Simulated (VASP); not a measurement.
# Si (P1) in VASP: single point with LDA

Aim: the single point of Si with LDA.

Everything below comes from runs of VASP 6.6.1. Logs are shortened: lines on timing, memory, paths and dates and some standing lists are left out, and cuts for length are marked.

**1. The cell of the first run**

The typed cell holds 12 atoms: a = 3.817 Å, b = 5.043 Å, c = 16.329 Å, α = 86.63°, β = 94.47°, γ = 67.77°.

**2. Single point, LDA (the part above a cut slid along it)**

The input, INCAR:

```
PREC = Accurate
ENCUT = 520
EDIFF = 1E-7
ISMEAR = 0
SIGMA = 0.03
LREAL = False
LASPH = True
NELM = 100
ALGO = Normal
ISIF = 2
LWAVE = False
LCHARG = True
LELF = True
LVHAR = True
NBANDS = 36
```

The input, KPOINTS:

```
Automatic mesh
0
Gamma
  9 7 3
```

The input, POSCAR:

```
Si
1.0
    0.0000000000      0.0000000000     -3.8165079742
   -3.3010168595     -3.3010168595     -1.9082539871
  -12.5590244502     10.3583465438      1.2721693247
Si
12
Direct
    0.8269310402      0.5634520568      0.2365712058
    0.1150109304      0.3713987967      0.8127309861
    0.4709709853      0.4674254267      0.5246510960
    0.4692401656      0.2788338060      0.2365712058
    0.7573200558      0.0867805459      0.8127309861
    0.1132801107      0.1828071759      0.5246510960
    0.0555674318     -0.0171782878      0.0515348635
    0.3436473219     -0.2092315479      0.6276946438
    0.6996073768     -0.1132049179      0.3396147537
    0.2406037741     -0.1405358494      0.4216075481
    0.5965638290     -0.0445092193      0.1335276579
    0.8846437191     -0.2365624794      0.7096874383
```

Potentials or basis: VASP PAW LDA potentials, release 64 (Si).

Launch:

```console
> cat potpaw_LDA.64/Si/POTCAR > POTCAR
> mpirun -np 1 vasp_std > vasp.out
```

OUTCAR:

```text
PREC = Accurate
   ENCUT = 520
   EDIFF = 1E-7
   ISMEAR = 0
   LREAL = False
   LASPH = True
   NELM = 100
   ISIF = 2

 ion  position               nearest neighbor table
   1  0.827  0.563  0.237-   4 2.33   4 2.33  11 2.36   9 2.36
   2  0.115  0.371  0.813-   5 2.33   5 2.33  12 2.36
   3  0.471  0.467  0.525-   6 2.33   6 2.33   8 2.36  10 2.36
   4  0.469  0.279  0.237-   1 2.33   1 2.33   9 2.36  11 2.36
   5  0.757  0.087  0.813-   2 2.33   2 2.33  12 2.36
   6  0.113  0.183  0.525-   3 2.33   3 2.33   8 2.36  10 2.36
   7  0.056  0.983  0.052-  11 2.33  11 2.33
   8  0.344  0.791  0.628-  12 2.33  12 2.33   6 2.36   3 2.36
   9  0.700  0.887  0.340-  10 2.33  10 2.33   4 2.36   1 2.36
  10  0.241  0.859  0.422-   9 2.33   9 2.33   3 2.36   6 2.36
  11  0.597  0.955  0.134-   7 2.33   7 2.33   1 2.36   4 2.36
  12  0.885  0.763  0.710-   8 2.33   8 2.33   5 2.36   2 2.36

  LATTYP: Found a triclinic cell.
 ALAT       =     3.8165079742
 B/A-ratio  =     4.8361394962
 C/A-ratio  =     1.3214431488
 COS(alpha) =     0.0134349747
 COS(beta)  =     0.3783742043
 COS(gamma) =     0.4480157507

  Lattice vectors:

 A1 = (   0.0000000000,   0.0000000000,   3.8165079742)
 A2 = (   9.2580075907, -13.6593634033,   8.2691006108)
 A3 = (   3.3010168595,   3.3010168595,   1.9082539871)

Analysis of symmetry for initial positions (statically):
=====================================================================
 Subroutine PRICEL returns:
 Original cell was already a primitive cell.

 Routine SETGRP: Setting up the symmetry group for a
 triclinic supercell.

 Subroutine GETGRP returns: Found  1 space group operations
 (whereof  1 operations were pure point group operations)
 out of a pool of  2 trial point group operations.

The static configuration has the point symmetry C_1 .

Analysis of symmetry for dynamics (positions and initial velocities):
=====================================================================
 Subroutine PRICEL returns:
 Original cell was already a primitive cell.

 Routine SETGRP: Setting up the symmetry group for a
 triclinic supercell.

 Subroutine GETGRP returns: Found  1 space group operations
 (whereof  1 operations were pure point group operations)
 out of a pool of  2 trial point group operations.

The dynamic configuration has the point symmetry C_1 .

 Subroutine INISYM returns: Found  1 space group operations
 (whereof  1 operations are pure point group operations),
 and found     1 'primitive' translations

----------------------------------------------------------------------------------------

                                     Primitive cell

  volume of cell :     288.7212

  direct lattice vectors                    reciprocal lattice vectors
     0.000000000  0.000000000 -3.816507974     0.053916728  0.097551750 -0.262019628
    -3.301016859 -3.301016859 -1.908253987    -0.136923471 -0.166013486  0.000000000
   -12.559024450 10.358346544  1.272169325    -0.043635023  0.043635023  0.000000000

  length of vectors
     3.816507974  5.043298315 16.329202462     0.284741362  0.215194131  0.061709241

  position of ions in fractional coordinates (direct lattice)
     0.826931040  0.563452057  0.236571206
     0.115010930  0.371398797  0.812730986
     0.470970985  0.467425427  0.524651096
     0.469240166  0.278833806  0.236571206
     0.757320056  0.086780546  0.812730986
     0.113280111  0.182807176  0.524651096
     0.055567432  0.982821712  0.051534864
     0.343647322  0.790768452  0.627694644
     0.699607377  0.886795082  0.339614754
     0.240603774  0.859464151  0.421607548
     0.596563829  0.955490781  0.133527658
     0.884643719  0.763437521  0.709687438

  ion indices of the primitive-cell ions
   primitive index   ion index
                 1           1
                 2           2
                 3           3
                 4           4
                 5           5
                 6           6
                 7           7
                 8           8
                 9           9
                10          10
                11          11
                12          12

----------------------------------------------------------------------------------------

 KPOINTS: Automatic mesh

Automatic generation of k-mesh.
 Grid dimensions read from file:
 generate k-points for:    9    7    3

 Generating k-lattice:

  Cartesian coordinates                     Fractional coordinates (reciprocal lattice)
     0.005990748  0.010839083 -0.029113292     0.111111111  0.000000000  0.000000000
    -0.019560496 -0.023716212  0.000000000     0.000000000  0.142857143  0.000000000
    -0.014545008  0.014545008  0.000000000     0.000000000  0.000000000  0.333333333

  Length of vectors
     0.031637929  0.030742019  0.020569747

  Shift w.r.t. Gamma in fractional coordinates (k-lattice)
     0.000000000  0.000000000  0.000000000

 Subroutine IBZKPT returns following result:
 ===========================================

 Found     95 irreducible k-points:

 Following reciprocal coordinates:
            Coordinates               Weight
  0.000000  0.000000  0.000000      1.000000
  0.111111 -0.000000  0.000000      2.000000
  0.222222  0.000000  0.000000      2.000000
  0.333333  0.000000 -0.000000      2.000000
  0.444444  0.000000  0.000000      2.000000
  0.000000  0.142857  0.000000      2.000000
[... 16 lines left out ...]
 -0.111111  0.285714  0.000000      2.000000
  0.000000  0.428571 -0.000000      2.000000
 [... further k-points ...]
   k-points           NKPTS =     95   k-points in BZ     NKDIM =     95   number of bands    NBANDS=     36
   number of dos      NEDOS =    301   number of ions     NIONS =     12
   total plane-waves  NPLWV = 141120
   dimension x,y,z NGX =    28 NGY =   40 NGZ =  126
   dimension x,y,z NGXF=    56 NGYF=   80 NGZF=  252
   ions per type =              12
   NGX,Y,Z   is equivalent  to a cutoff of  12.20, 13.19, 12.83 a.u.
   NGXF,Y,Z  is equivalent  to a cutoff of  24.39, 26.37, 25.66 a.u.
 SYSTEM =  unknown system
   PREC   = accura    normal or accurate (medium, high low for compatibility)
   ISTART =      0    job   : 0-new  1-cont  2-samecut
   ICHARG =      2    charge: 1-file 2-atom 10-const
   ISPIN  =      1    spin polarized calculation?
   LNONCOLLINEAR =      F non collinear calculations
   LSORBIT =      F    spin-orbit coupling
   LASPH  =      T    aspherical Exc in radial PAW
   ENCUT  =  520.0 eV  38.22 Ry    6.18 a.u.   7.10  9.38 30.36*2*pi/ulx,y,z
   NELM   =    100;   NELMIN=  2; NELMDL= -5     # of ELM steps
   EDIFF  = 0.1E-06   stopping-criterion for ELM
   LREAL  =      F    real-space projection
   EDIFFG = 0.1E-05   stopping-criterion for IOM
   NSW    =      0    number of steps for IOM
   IBRION =     -1    ionic relax: 0-MD 1-quasi-New 2-CG
   NFREE  =      0    steps in history (QN), initial steepest desc. (CG)
   ISIF   =      2    stress and relaxation
   ISYM   =      2    0-nonsym 1-usesym 2-fastsym
   POTIM  = 0.5000    time-step for ionic-motion
   TEBEG  =    0.0;   TEEND  =   0.0 temperature during run
   PSTRESS=    0.0 pullay stress
   NELECT =      48.0000    total number of electrons
   NUPDOWN=      -1.0000    fix difference up-down
   EMIN   =  10.00;   EMAX   =-10.00  energy-range for DOS
   EFERMI =   0.00;   METHOD = LEGACY
   ISMEAR =     0;   SIGMA  =   0.03  broadening in eV -4-tet -1-fermi 0-gaus
   EFERMI_NEDOS =   21; number of points for ismear=-14 and -15
   IALGO  =     38    algorithm
   IMIX   =      4    mixing-type and parameters
     AMIX     =   0.40;   BMIX     =  1.00
     AMIX_MAG =   1.60;   BMIX_MAG =  1.00
  volume/ion in A,a.u.               =      24.06       162.37
  Fermi-wavevector in a.u.,A,eV,Ry     =   0.900179  1.701092 11.025110  0.810323
  Thomas-Fermi vector in A             =   2.023105
   LORBIT       =      0    0 simple, 1 ext, 2 COOP (PROOUT), +10 PAW based schemes
   GGA     = CA    functional components
   LHFCALC =     F    Hartree Fock is set to
   AEXX    =    0.0000 exact exchange contribution
   IVDW    =     0    specifies the selected vdW correction
   LEPSILON=     F    determine dielectric tensor
   LRPA    =     F    only Hartree local field effects (RPA)
 non-spin polarized calculation
 Gauss-broadening in eV      SIGMA  =   0.03
  energy-cutoff  :      520.00
  volume of cell :      288.72
 maximum number of plane-waves:      7800
   NGX = 15   NGY = 19   NGZ = 61

 number of electron      47.9999999 magnetization

 Free energy of the ion-electron system (eV)
  ---------------------------------------------------
  ext. energy  EPLUGINS =         0.00000000
  ---------------------------------------------------
  free energy    TOTEN  =       -66.06181099 eV

  energy without entropy =      -66.05864809  energy(sigma->0) =      -66.06022954

 E-fermi :   4.0668     XC(G=0):  -8.7390

 val. band max:        4.0666500632   @ k =  -0.4444  -0.4286   0.3333
 cond. band min:       4.0685657538   @ k =  -0.4444   0.4286   0.0000
 fundamental gap:      0.0019156905
 Fermi energy:         4.0668194183

 k-point     1 :       0.0000    0.0000    0.0000
  band No.  band energies     occupation
      1      -7.9006      2.00000
      2      -7.4770      2.00000
      3      -6.7770      2.00000
      4      -5.6364      2.00000
      5      -4.8116      2.00000
      6      -3.9768      2.00000
[... 28 lines left out ...]
     35       6.4585      0.00000
     36       6.8849      0.00000

 k-point     2 :       0.1111   -0.0000    0.0000
  band No.  band energies     occupation
      1      -7.7795      2.00000
      2      -7.3589      2.00000
      3      -6.6583      2.00000
      4      -5.5212      2.00000
      5      -4.7044      2.00000
      6      -3.9112      2.00000
[... 28 lines left out ...]
     35       7.1731      0.00000
     36       7.3173      0.00000

 k-point     3 :       0.2222    0.0000    0.0000
  band No.  band energies     occupation
      1      -7.4239      2.00000
      2      -7.0145      2.00000
      3      -6.3123      2.00000
      4      -5.1804      2.00000
      5      -4.3904      2.00000
      6      -3.7220      2.00000
[... 28 lines left out ...]
     35       8.1434      0.00000
     36       8.2857      0.00000

 k-point     4 :       0.3333    0.0000   -0.0000
  band No.  band energies     occupation
      1      -6.8665      2.00000
      2      -6.4912      2.00000
      3      -5.7863      2.00000
      4      -4.6359      2.00000
      5      -3.9023      2.00000
      6      -3.4779      2.00000
[... 28 lines left out ...]
     35       8.0299      0.00000
     36       8.1416      0.00000

 k-point     5 :       0.4444    0.0000    0.0000
  band No.  band energies     occupation
      1      -6.2290      2.00000
      2      -6.0090      2.00000
      3      -5.2880      2.00000
      4      -4.0471      2.00000
      5      -3.9055      2.00000
      6      -3.7057      2.00000
[... 655 lines left out ...]
 k-point    22 :      -0.2222    0.2857    0.0000
  band No.  band energies     occupation
      1      -6.7194      2.00000
      2      -6.2976      2.00000
      3      -5.6512      2.00000
      4      -5.2689      2.00000
      5      -5.1000      2.00000
      6      -4.9990      2.00000
[... 28 lines left out ...]
     35       7.8624      0.00000
     36       8.1840      0.00000

 k-point    23 :      -0.1111    0.2857    0.0000
  band No.  band energies     occupation
      1      -7.1826      2.00000
      2      -6.7599      2.00000
      3      -6.1121      2.00000
      4      -5.4232      2.00000
      5      -5.2379      2.00000
      6      -5.1631      2.00000
[... 28 lines left out ...]
     35       7.8185      0.00000
     36       8.0042      0.00000

 k-point    24 :       0.0000    0.4286   -0.0000
  band No.  band energies     occupation
      1      -6.9935      2.00000
      2      -6.5585      2.00000
      3      -5.9686      2.00000
      4      -5.8378      2.00000
      5      -5.6425      2.00000
      6      -5.4707      2.00000
[... 28 lines left out ...]
     35       8.0660      0.00000
     36       8.2903      0.00000

 [... further k-points ...]

------------------------ aborting loop because EDIFF is reached ----------------------------------------

  FORCE on cell =-STRESS in cart. coord.  units (eV):
  Direction    XX          YY          ZZ          XY          YZ          ZX
  --------------------------------------------------------------------------------------
  -------------------------------------------------------------------------------------
  Total       -2.5437318     -2.5587658     -1.5928092     -0.0137876      0.2745148     -0.0067178
  in kB      -14.1157251    -14.1991517     -8.8388470     -0.0765103      1.5233425     -0.0372784
  external PRESSURE =     -12.3845746 kB  Pullay stress =       0.0000000 kB

 VOLUME and BASIS-vectors are now :
 -----------------------------------------------------------------------------
  energy-cutoff  :      520.00
  volume of cell :      288.72
      direct lattice vectors                 reciprocal lattice vectors
     0.000000000  0.000000000 -3.816507974     0.053916728  0.097551750 -0.262019628
    -3.301016859 -3.301016859 -1.908253987    -0.136923471 -0.166013486  0.000000000
   -12.559024450 10.358346544  1.272169325    -0.043635023  0.043635023  0.000000000

 POSITION                                       TOTAL-FORCE (eV/Angst)
 -----------------------------------------------------------------------------------
     -4.83107      0.59052     -3.93024        -0.037337      0.205244     -0.001965
    -11.43310      7.19256     -0.11373         0.189476      0.199186      0.037973
     -8.13209      3.89154     -2.02199         0.030813      0.077459      0.008511
     -3.89154      1.53005     -2.02199        -0.184047      0.023886      0.007531
    -10.49357      8.13209     -2.02199        -0.406881     -0.120718     -0.067083
     -7.19256      4.83107     -0.11373        -0.071134     -0.021683     -0.011155
     -3.89154     -2.71050     -2.02199         0.534056     -0.505982      0.054177
    -10.49357      3.89154     -2.02199        -0.023677     -0.039747      0.005245
     -7.19256      0.59052     -3.93024         0.014529     -0.010974      0.002810
     -8.13209      1.53005     -2.02199        -0.009633     -0.005395     -0.003208
     -4.83107     -1.77097     -3.93024         0.032499     -0.041976     -0.017092
    -11.43310      4.83107     -3.93024        -0.068664      0.240699     -0.015743
 -----------------------------------------------------------------------------------
    total drift:                                0.000005     -0.000141      0.000178

  FREE ENERGIE OF THE ION-ELECTRON SYSTEM (eV)
  ---------------------------------------------------
  free  energy   TOTEN  =       -66.0618109909 eV

  energy  without entropy=      -66.0586480883  energy(sigma->0) =      -66.06022954
```

Wall time 31 min (1 thread of Intel Xeon 8259CL, shared host); peak memory 0.72 GiB.

What came out:

* Free energy: -66.0618 eV
* Pressure: -1.2 GPa
* Largest force: 0.738 eV/Å
* Band gap on the k mesh: zero (bands 24 and 25 overlap by 0.32 eV)

Forces in eV/Å, atoms in the order of the input:
```
Si  -0.037  0.205 -0.002
Si   0.189  0.199  0.038
Si   0.031  0.077  0.009
Si  -0.184  0.024  0.008
Si  -0.407 -0.121 -0.067
Si  -0.071 -0.022 -0.011
Si   0.534 -0.506  0.054
Si  -0.024 -0.040  0.005
Si   0.015 -0.011  0.003
Si  -0.010 -0.005 -0.003
Si   0.032 -0.042 -0.017
Si  -0.069  0.241 -0.016
```

Caveat: the cell differs from its parent crystal (the part above a cut slid along it); semilocal functionals underestimate gaps, and a narrow one can read as zero.
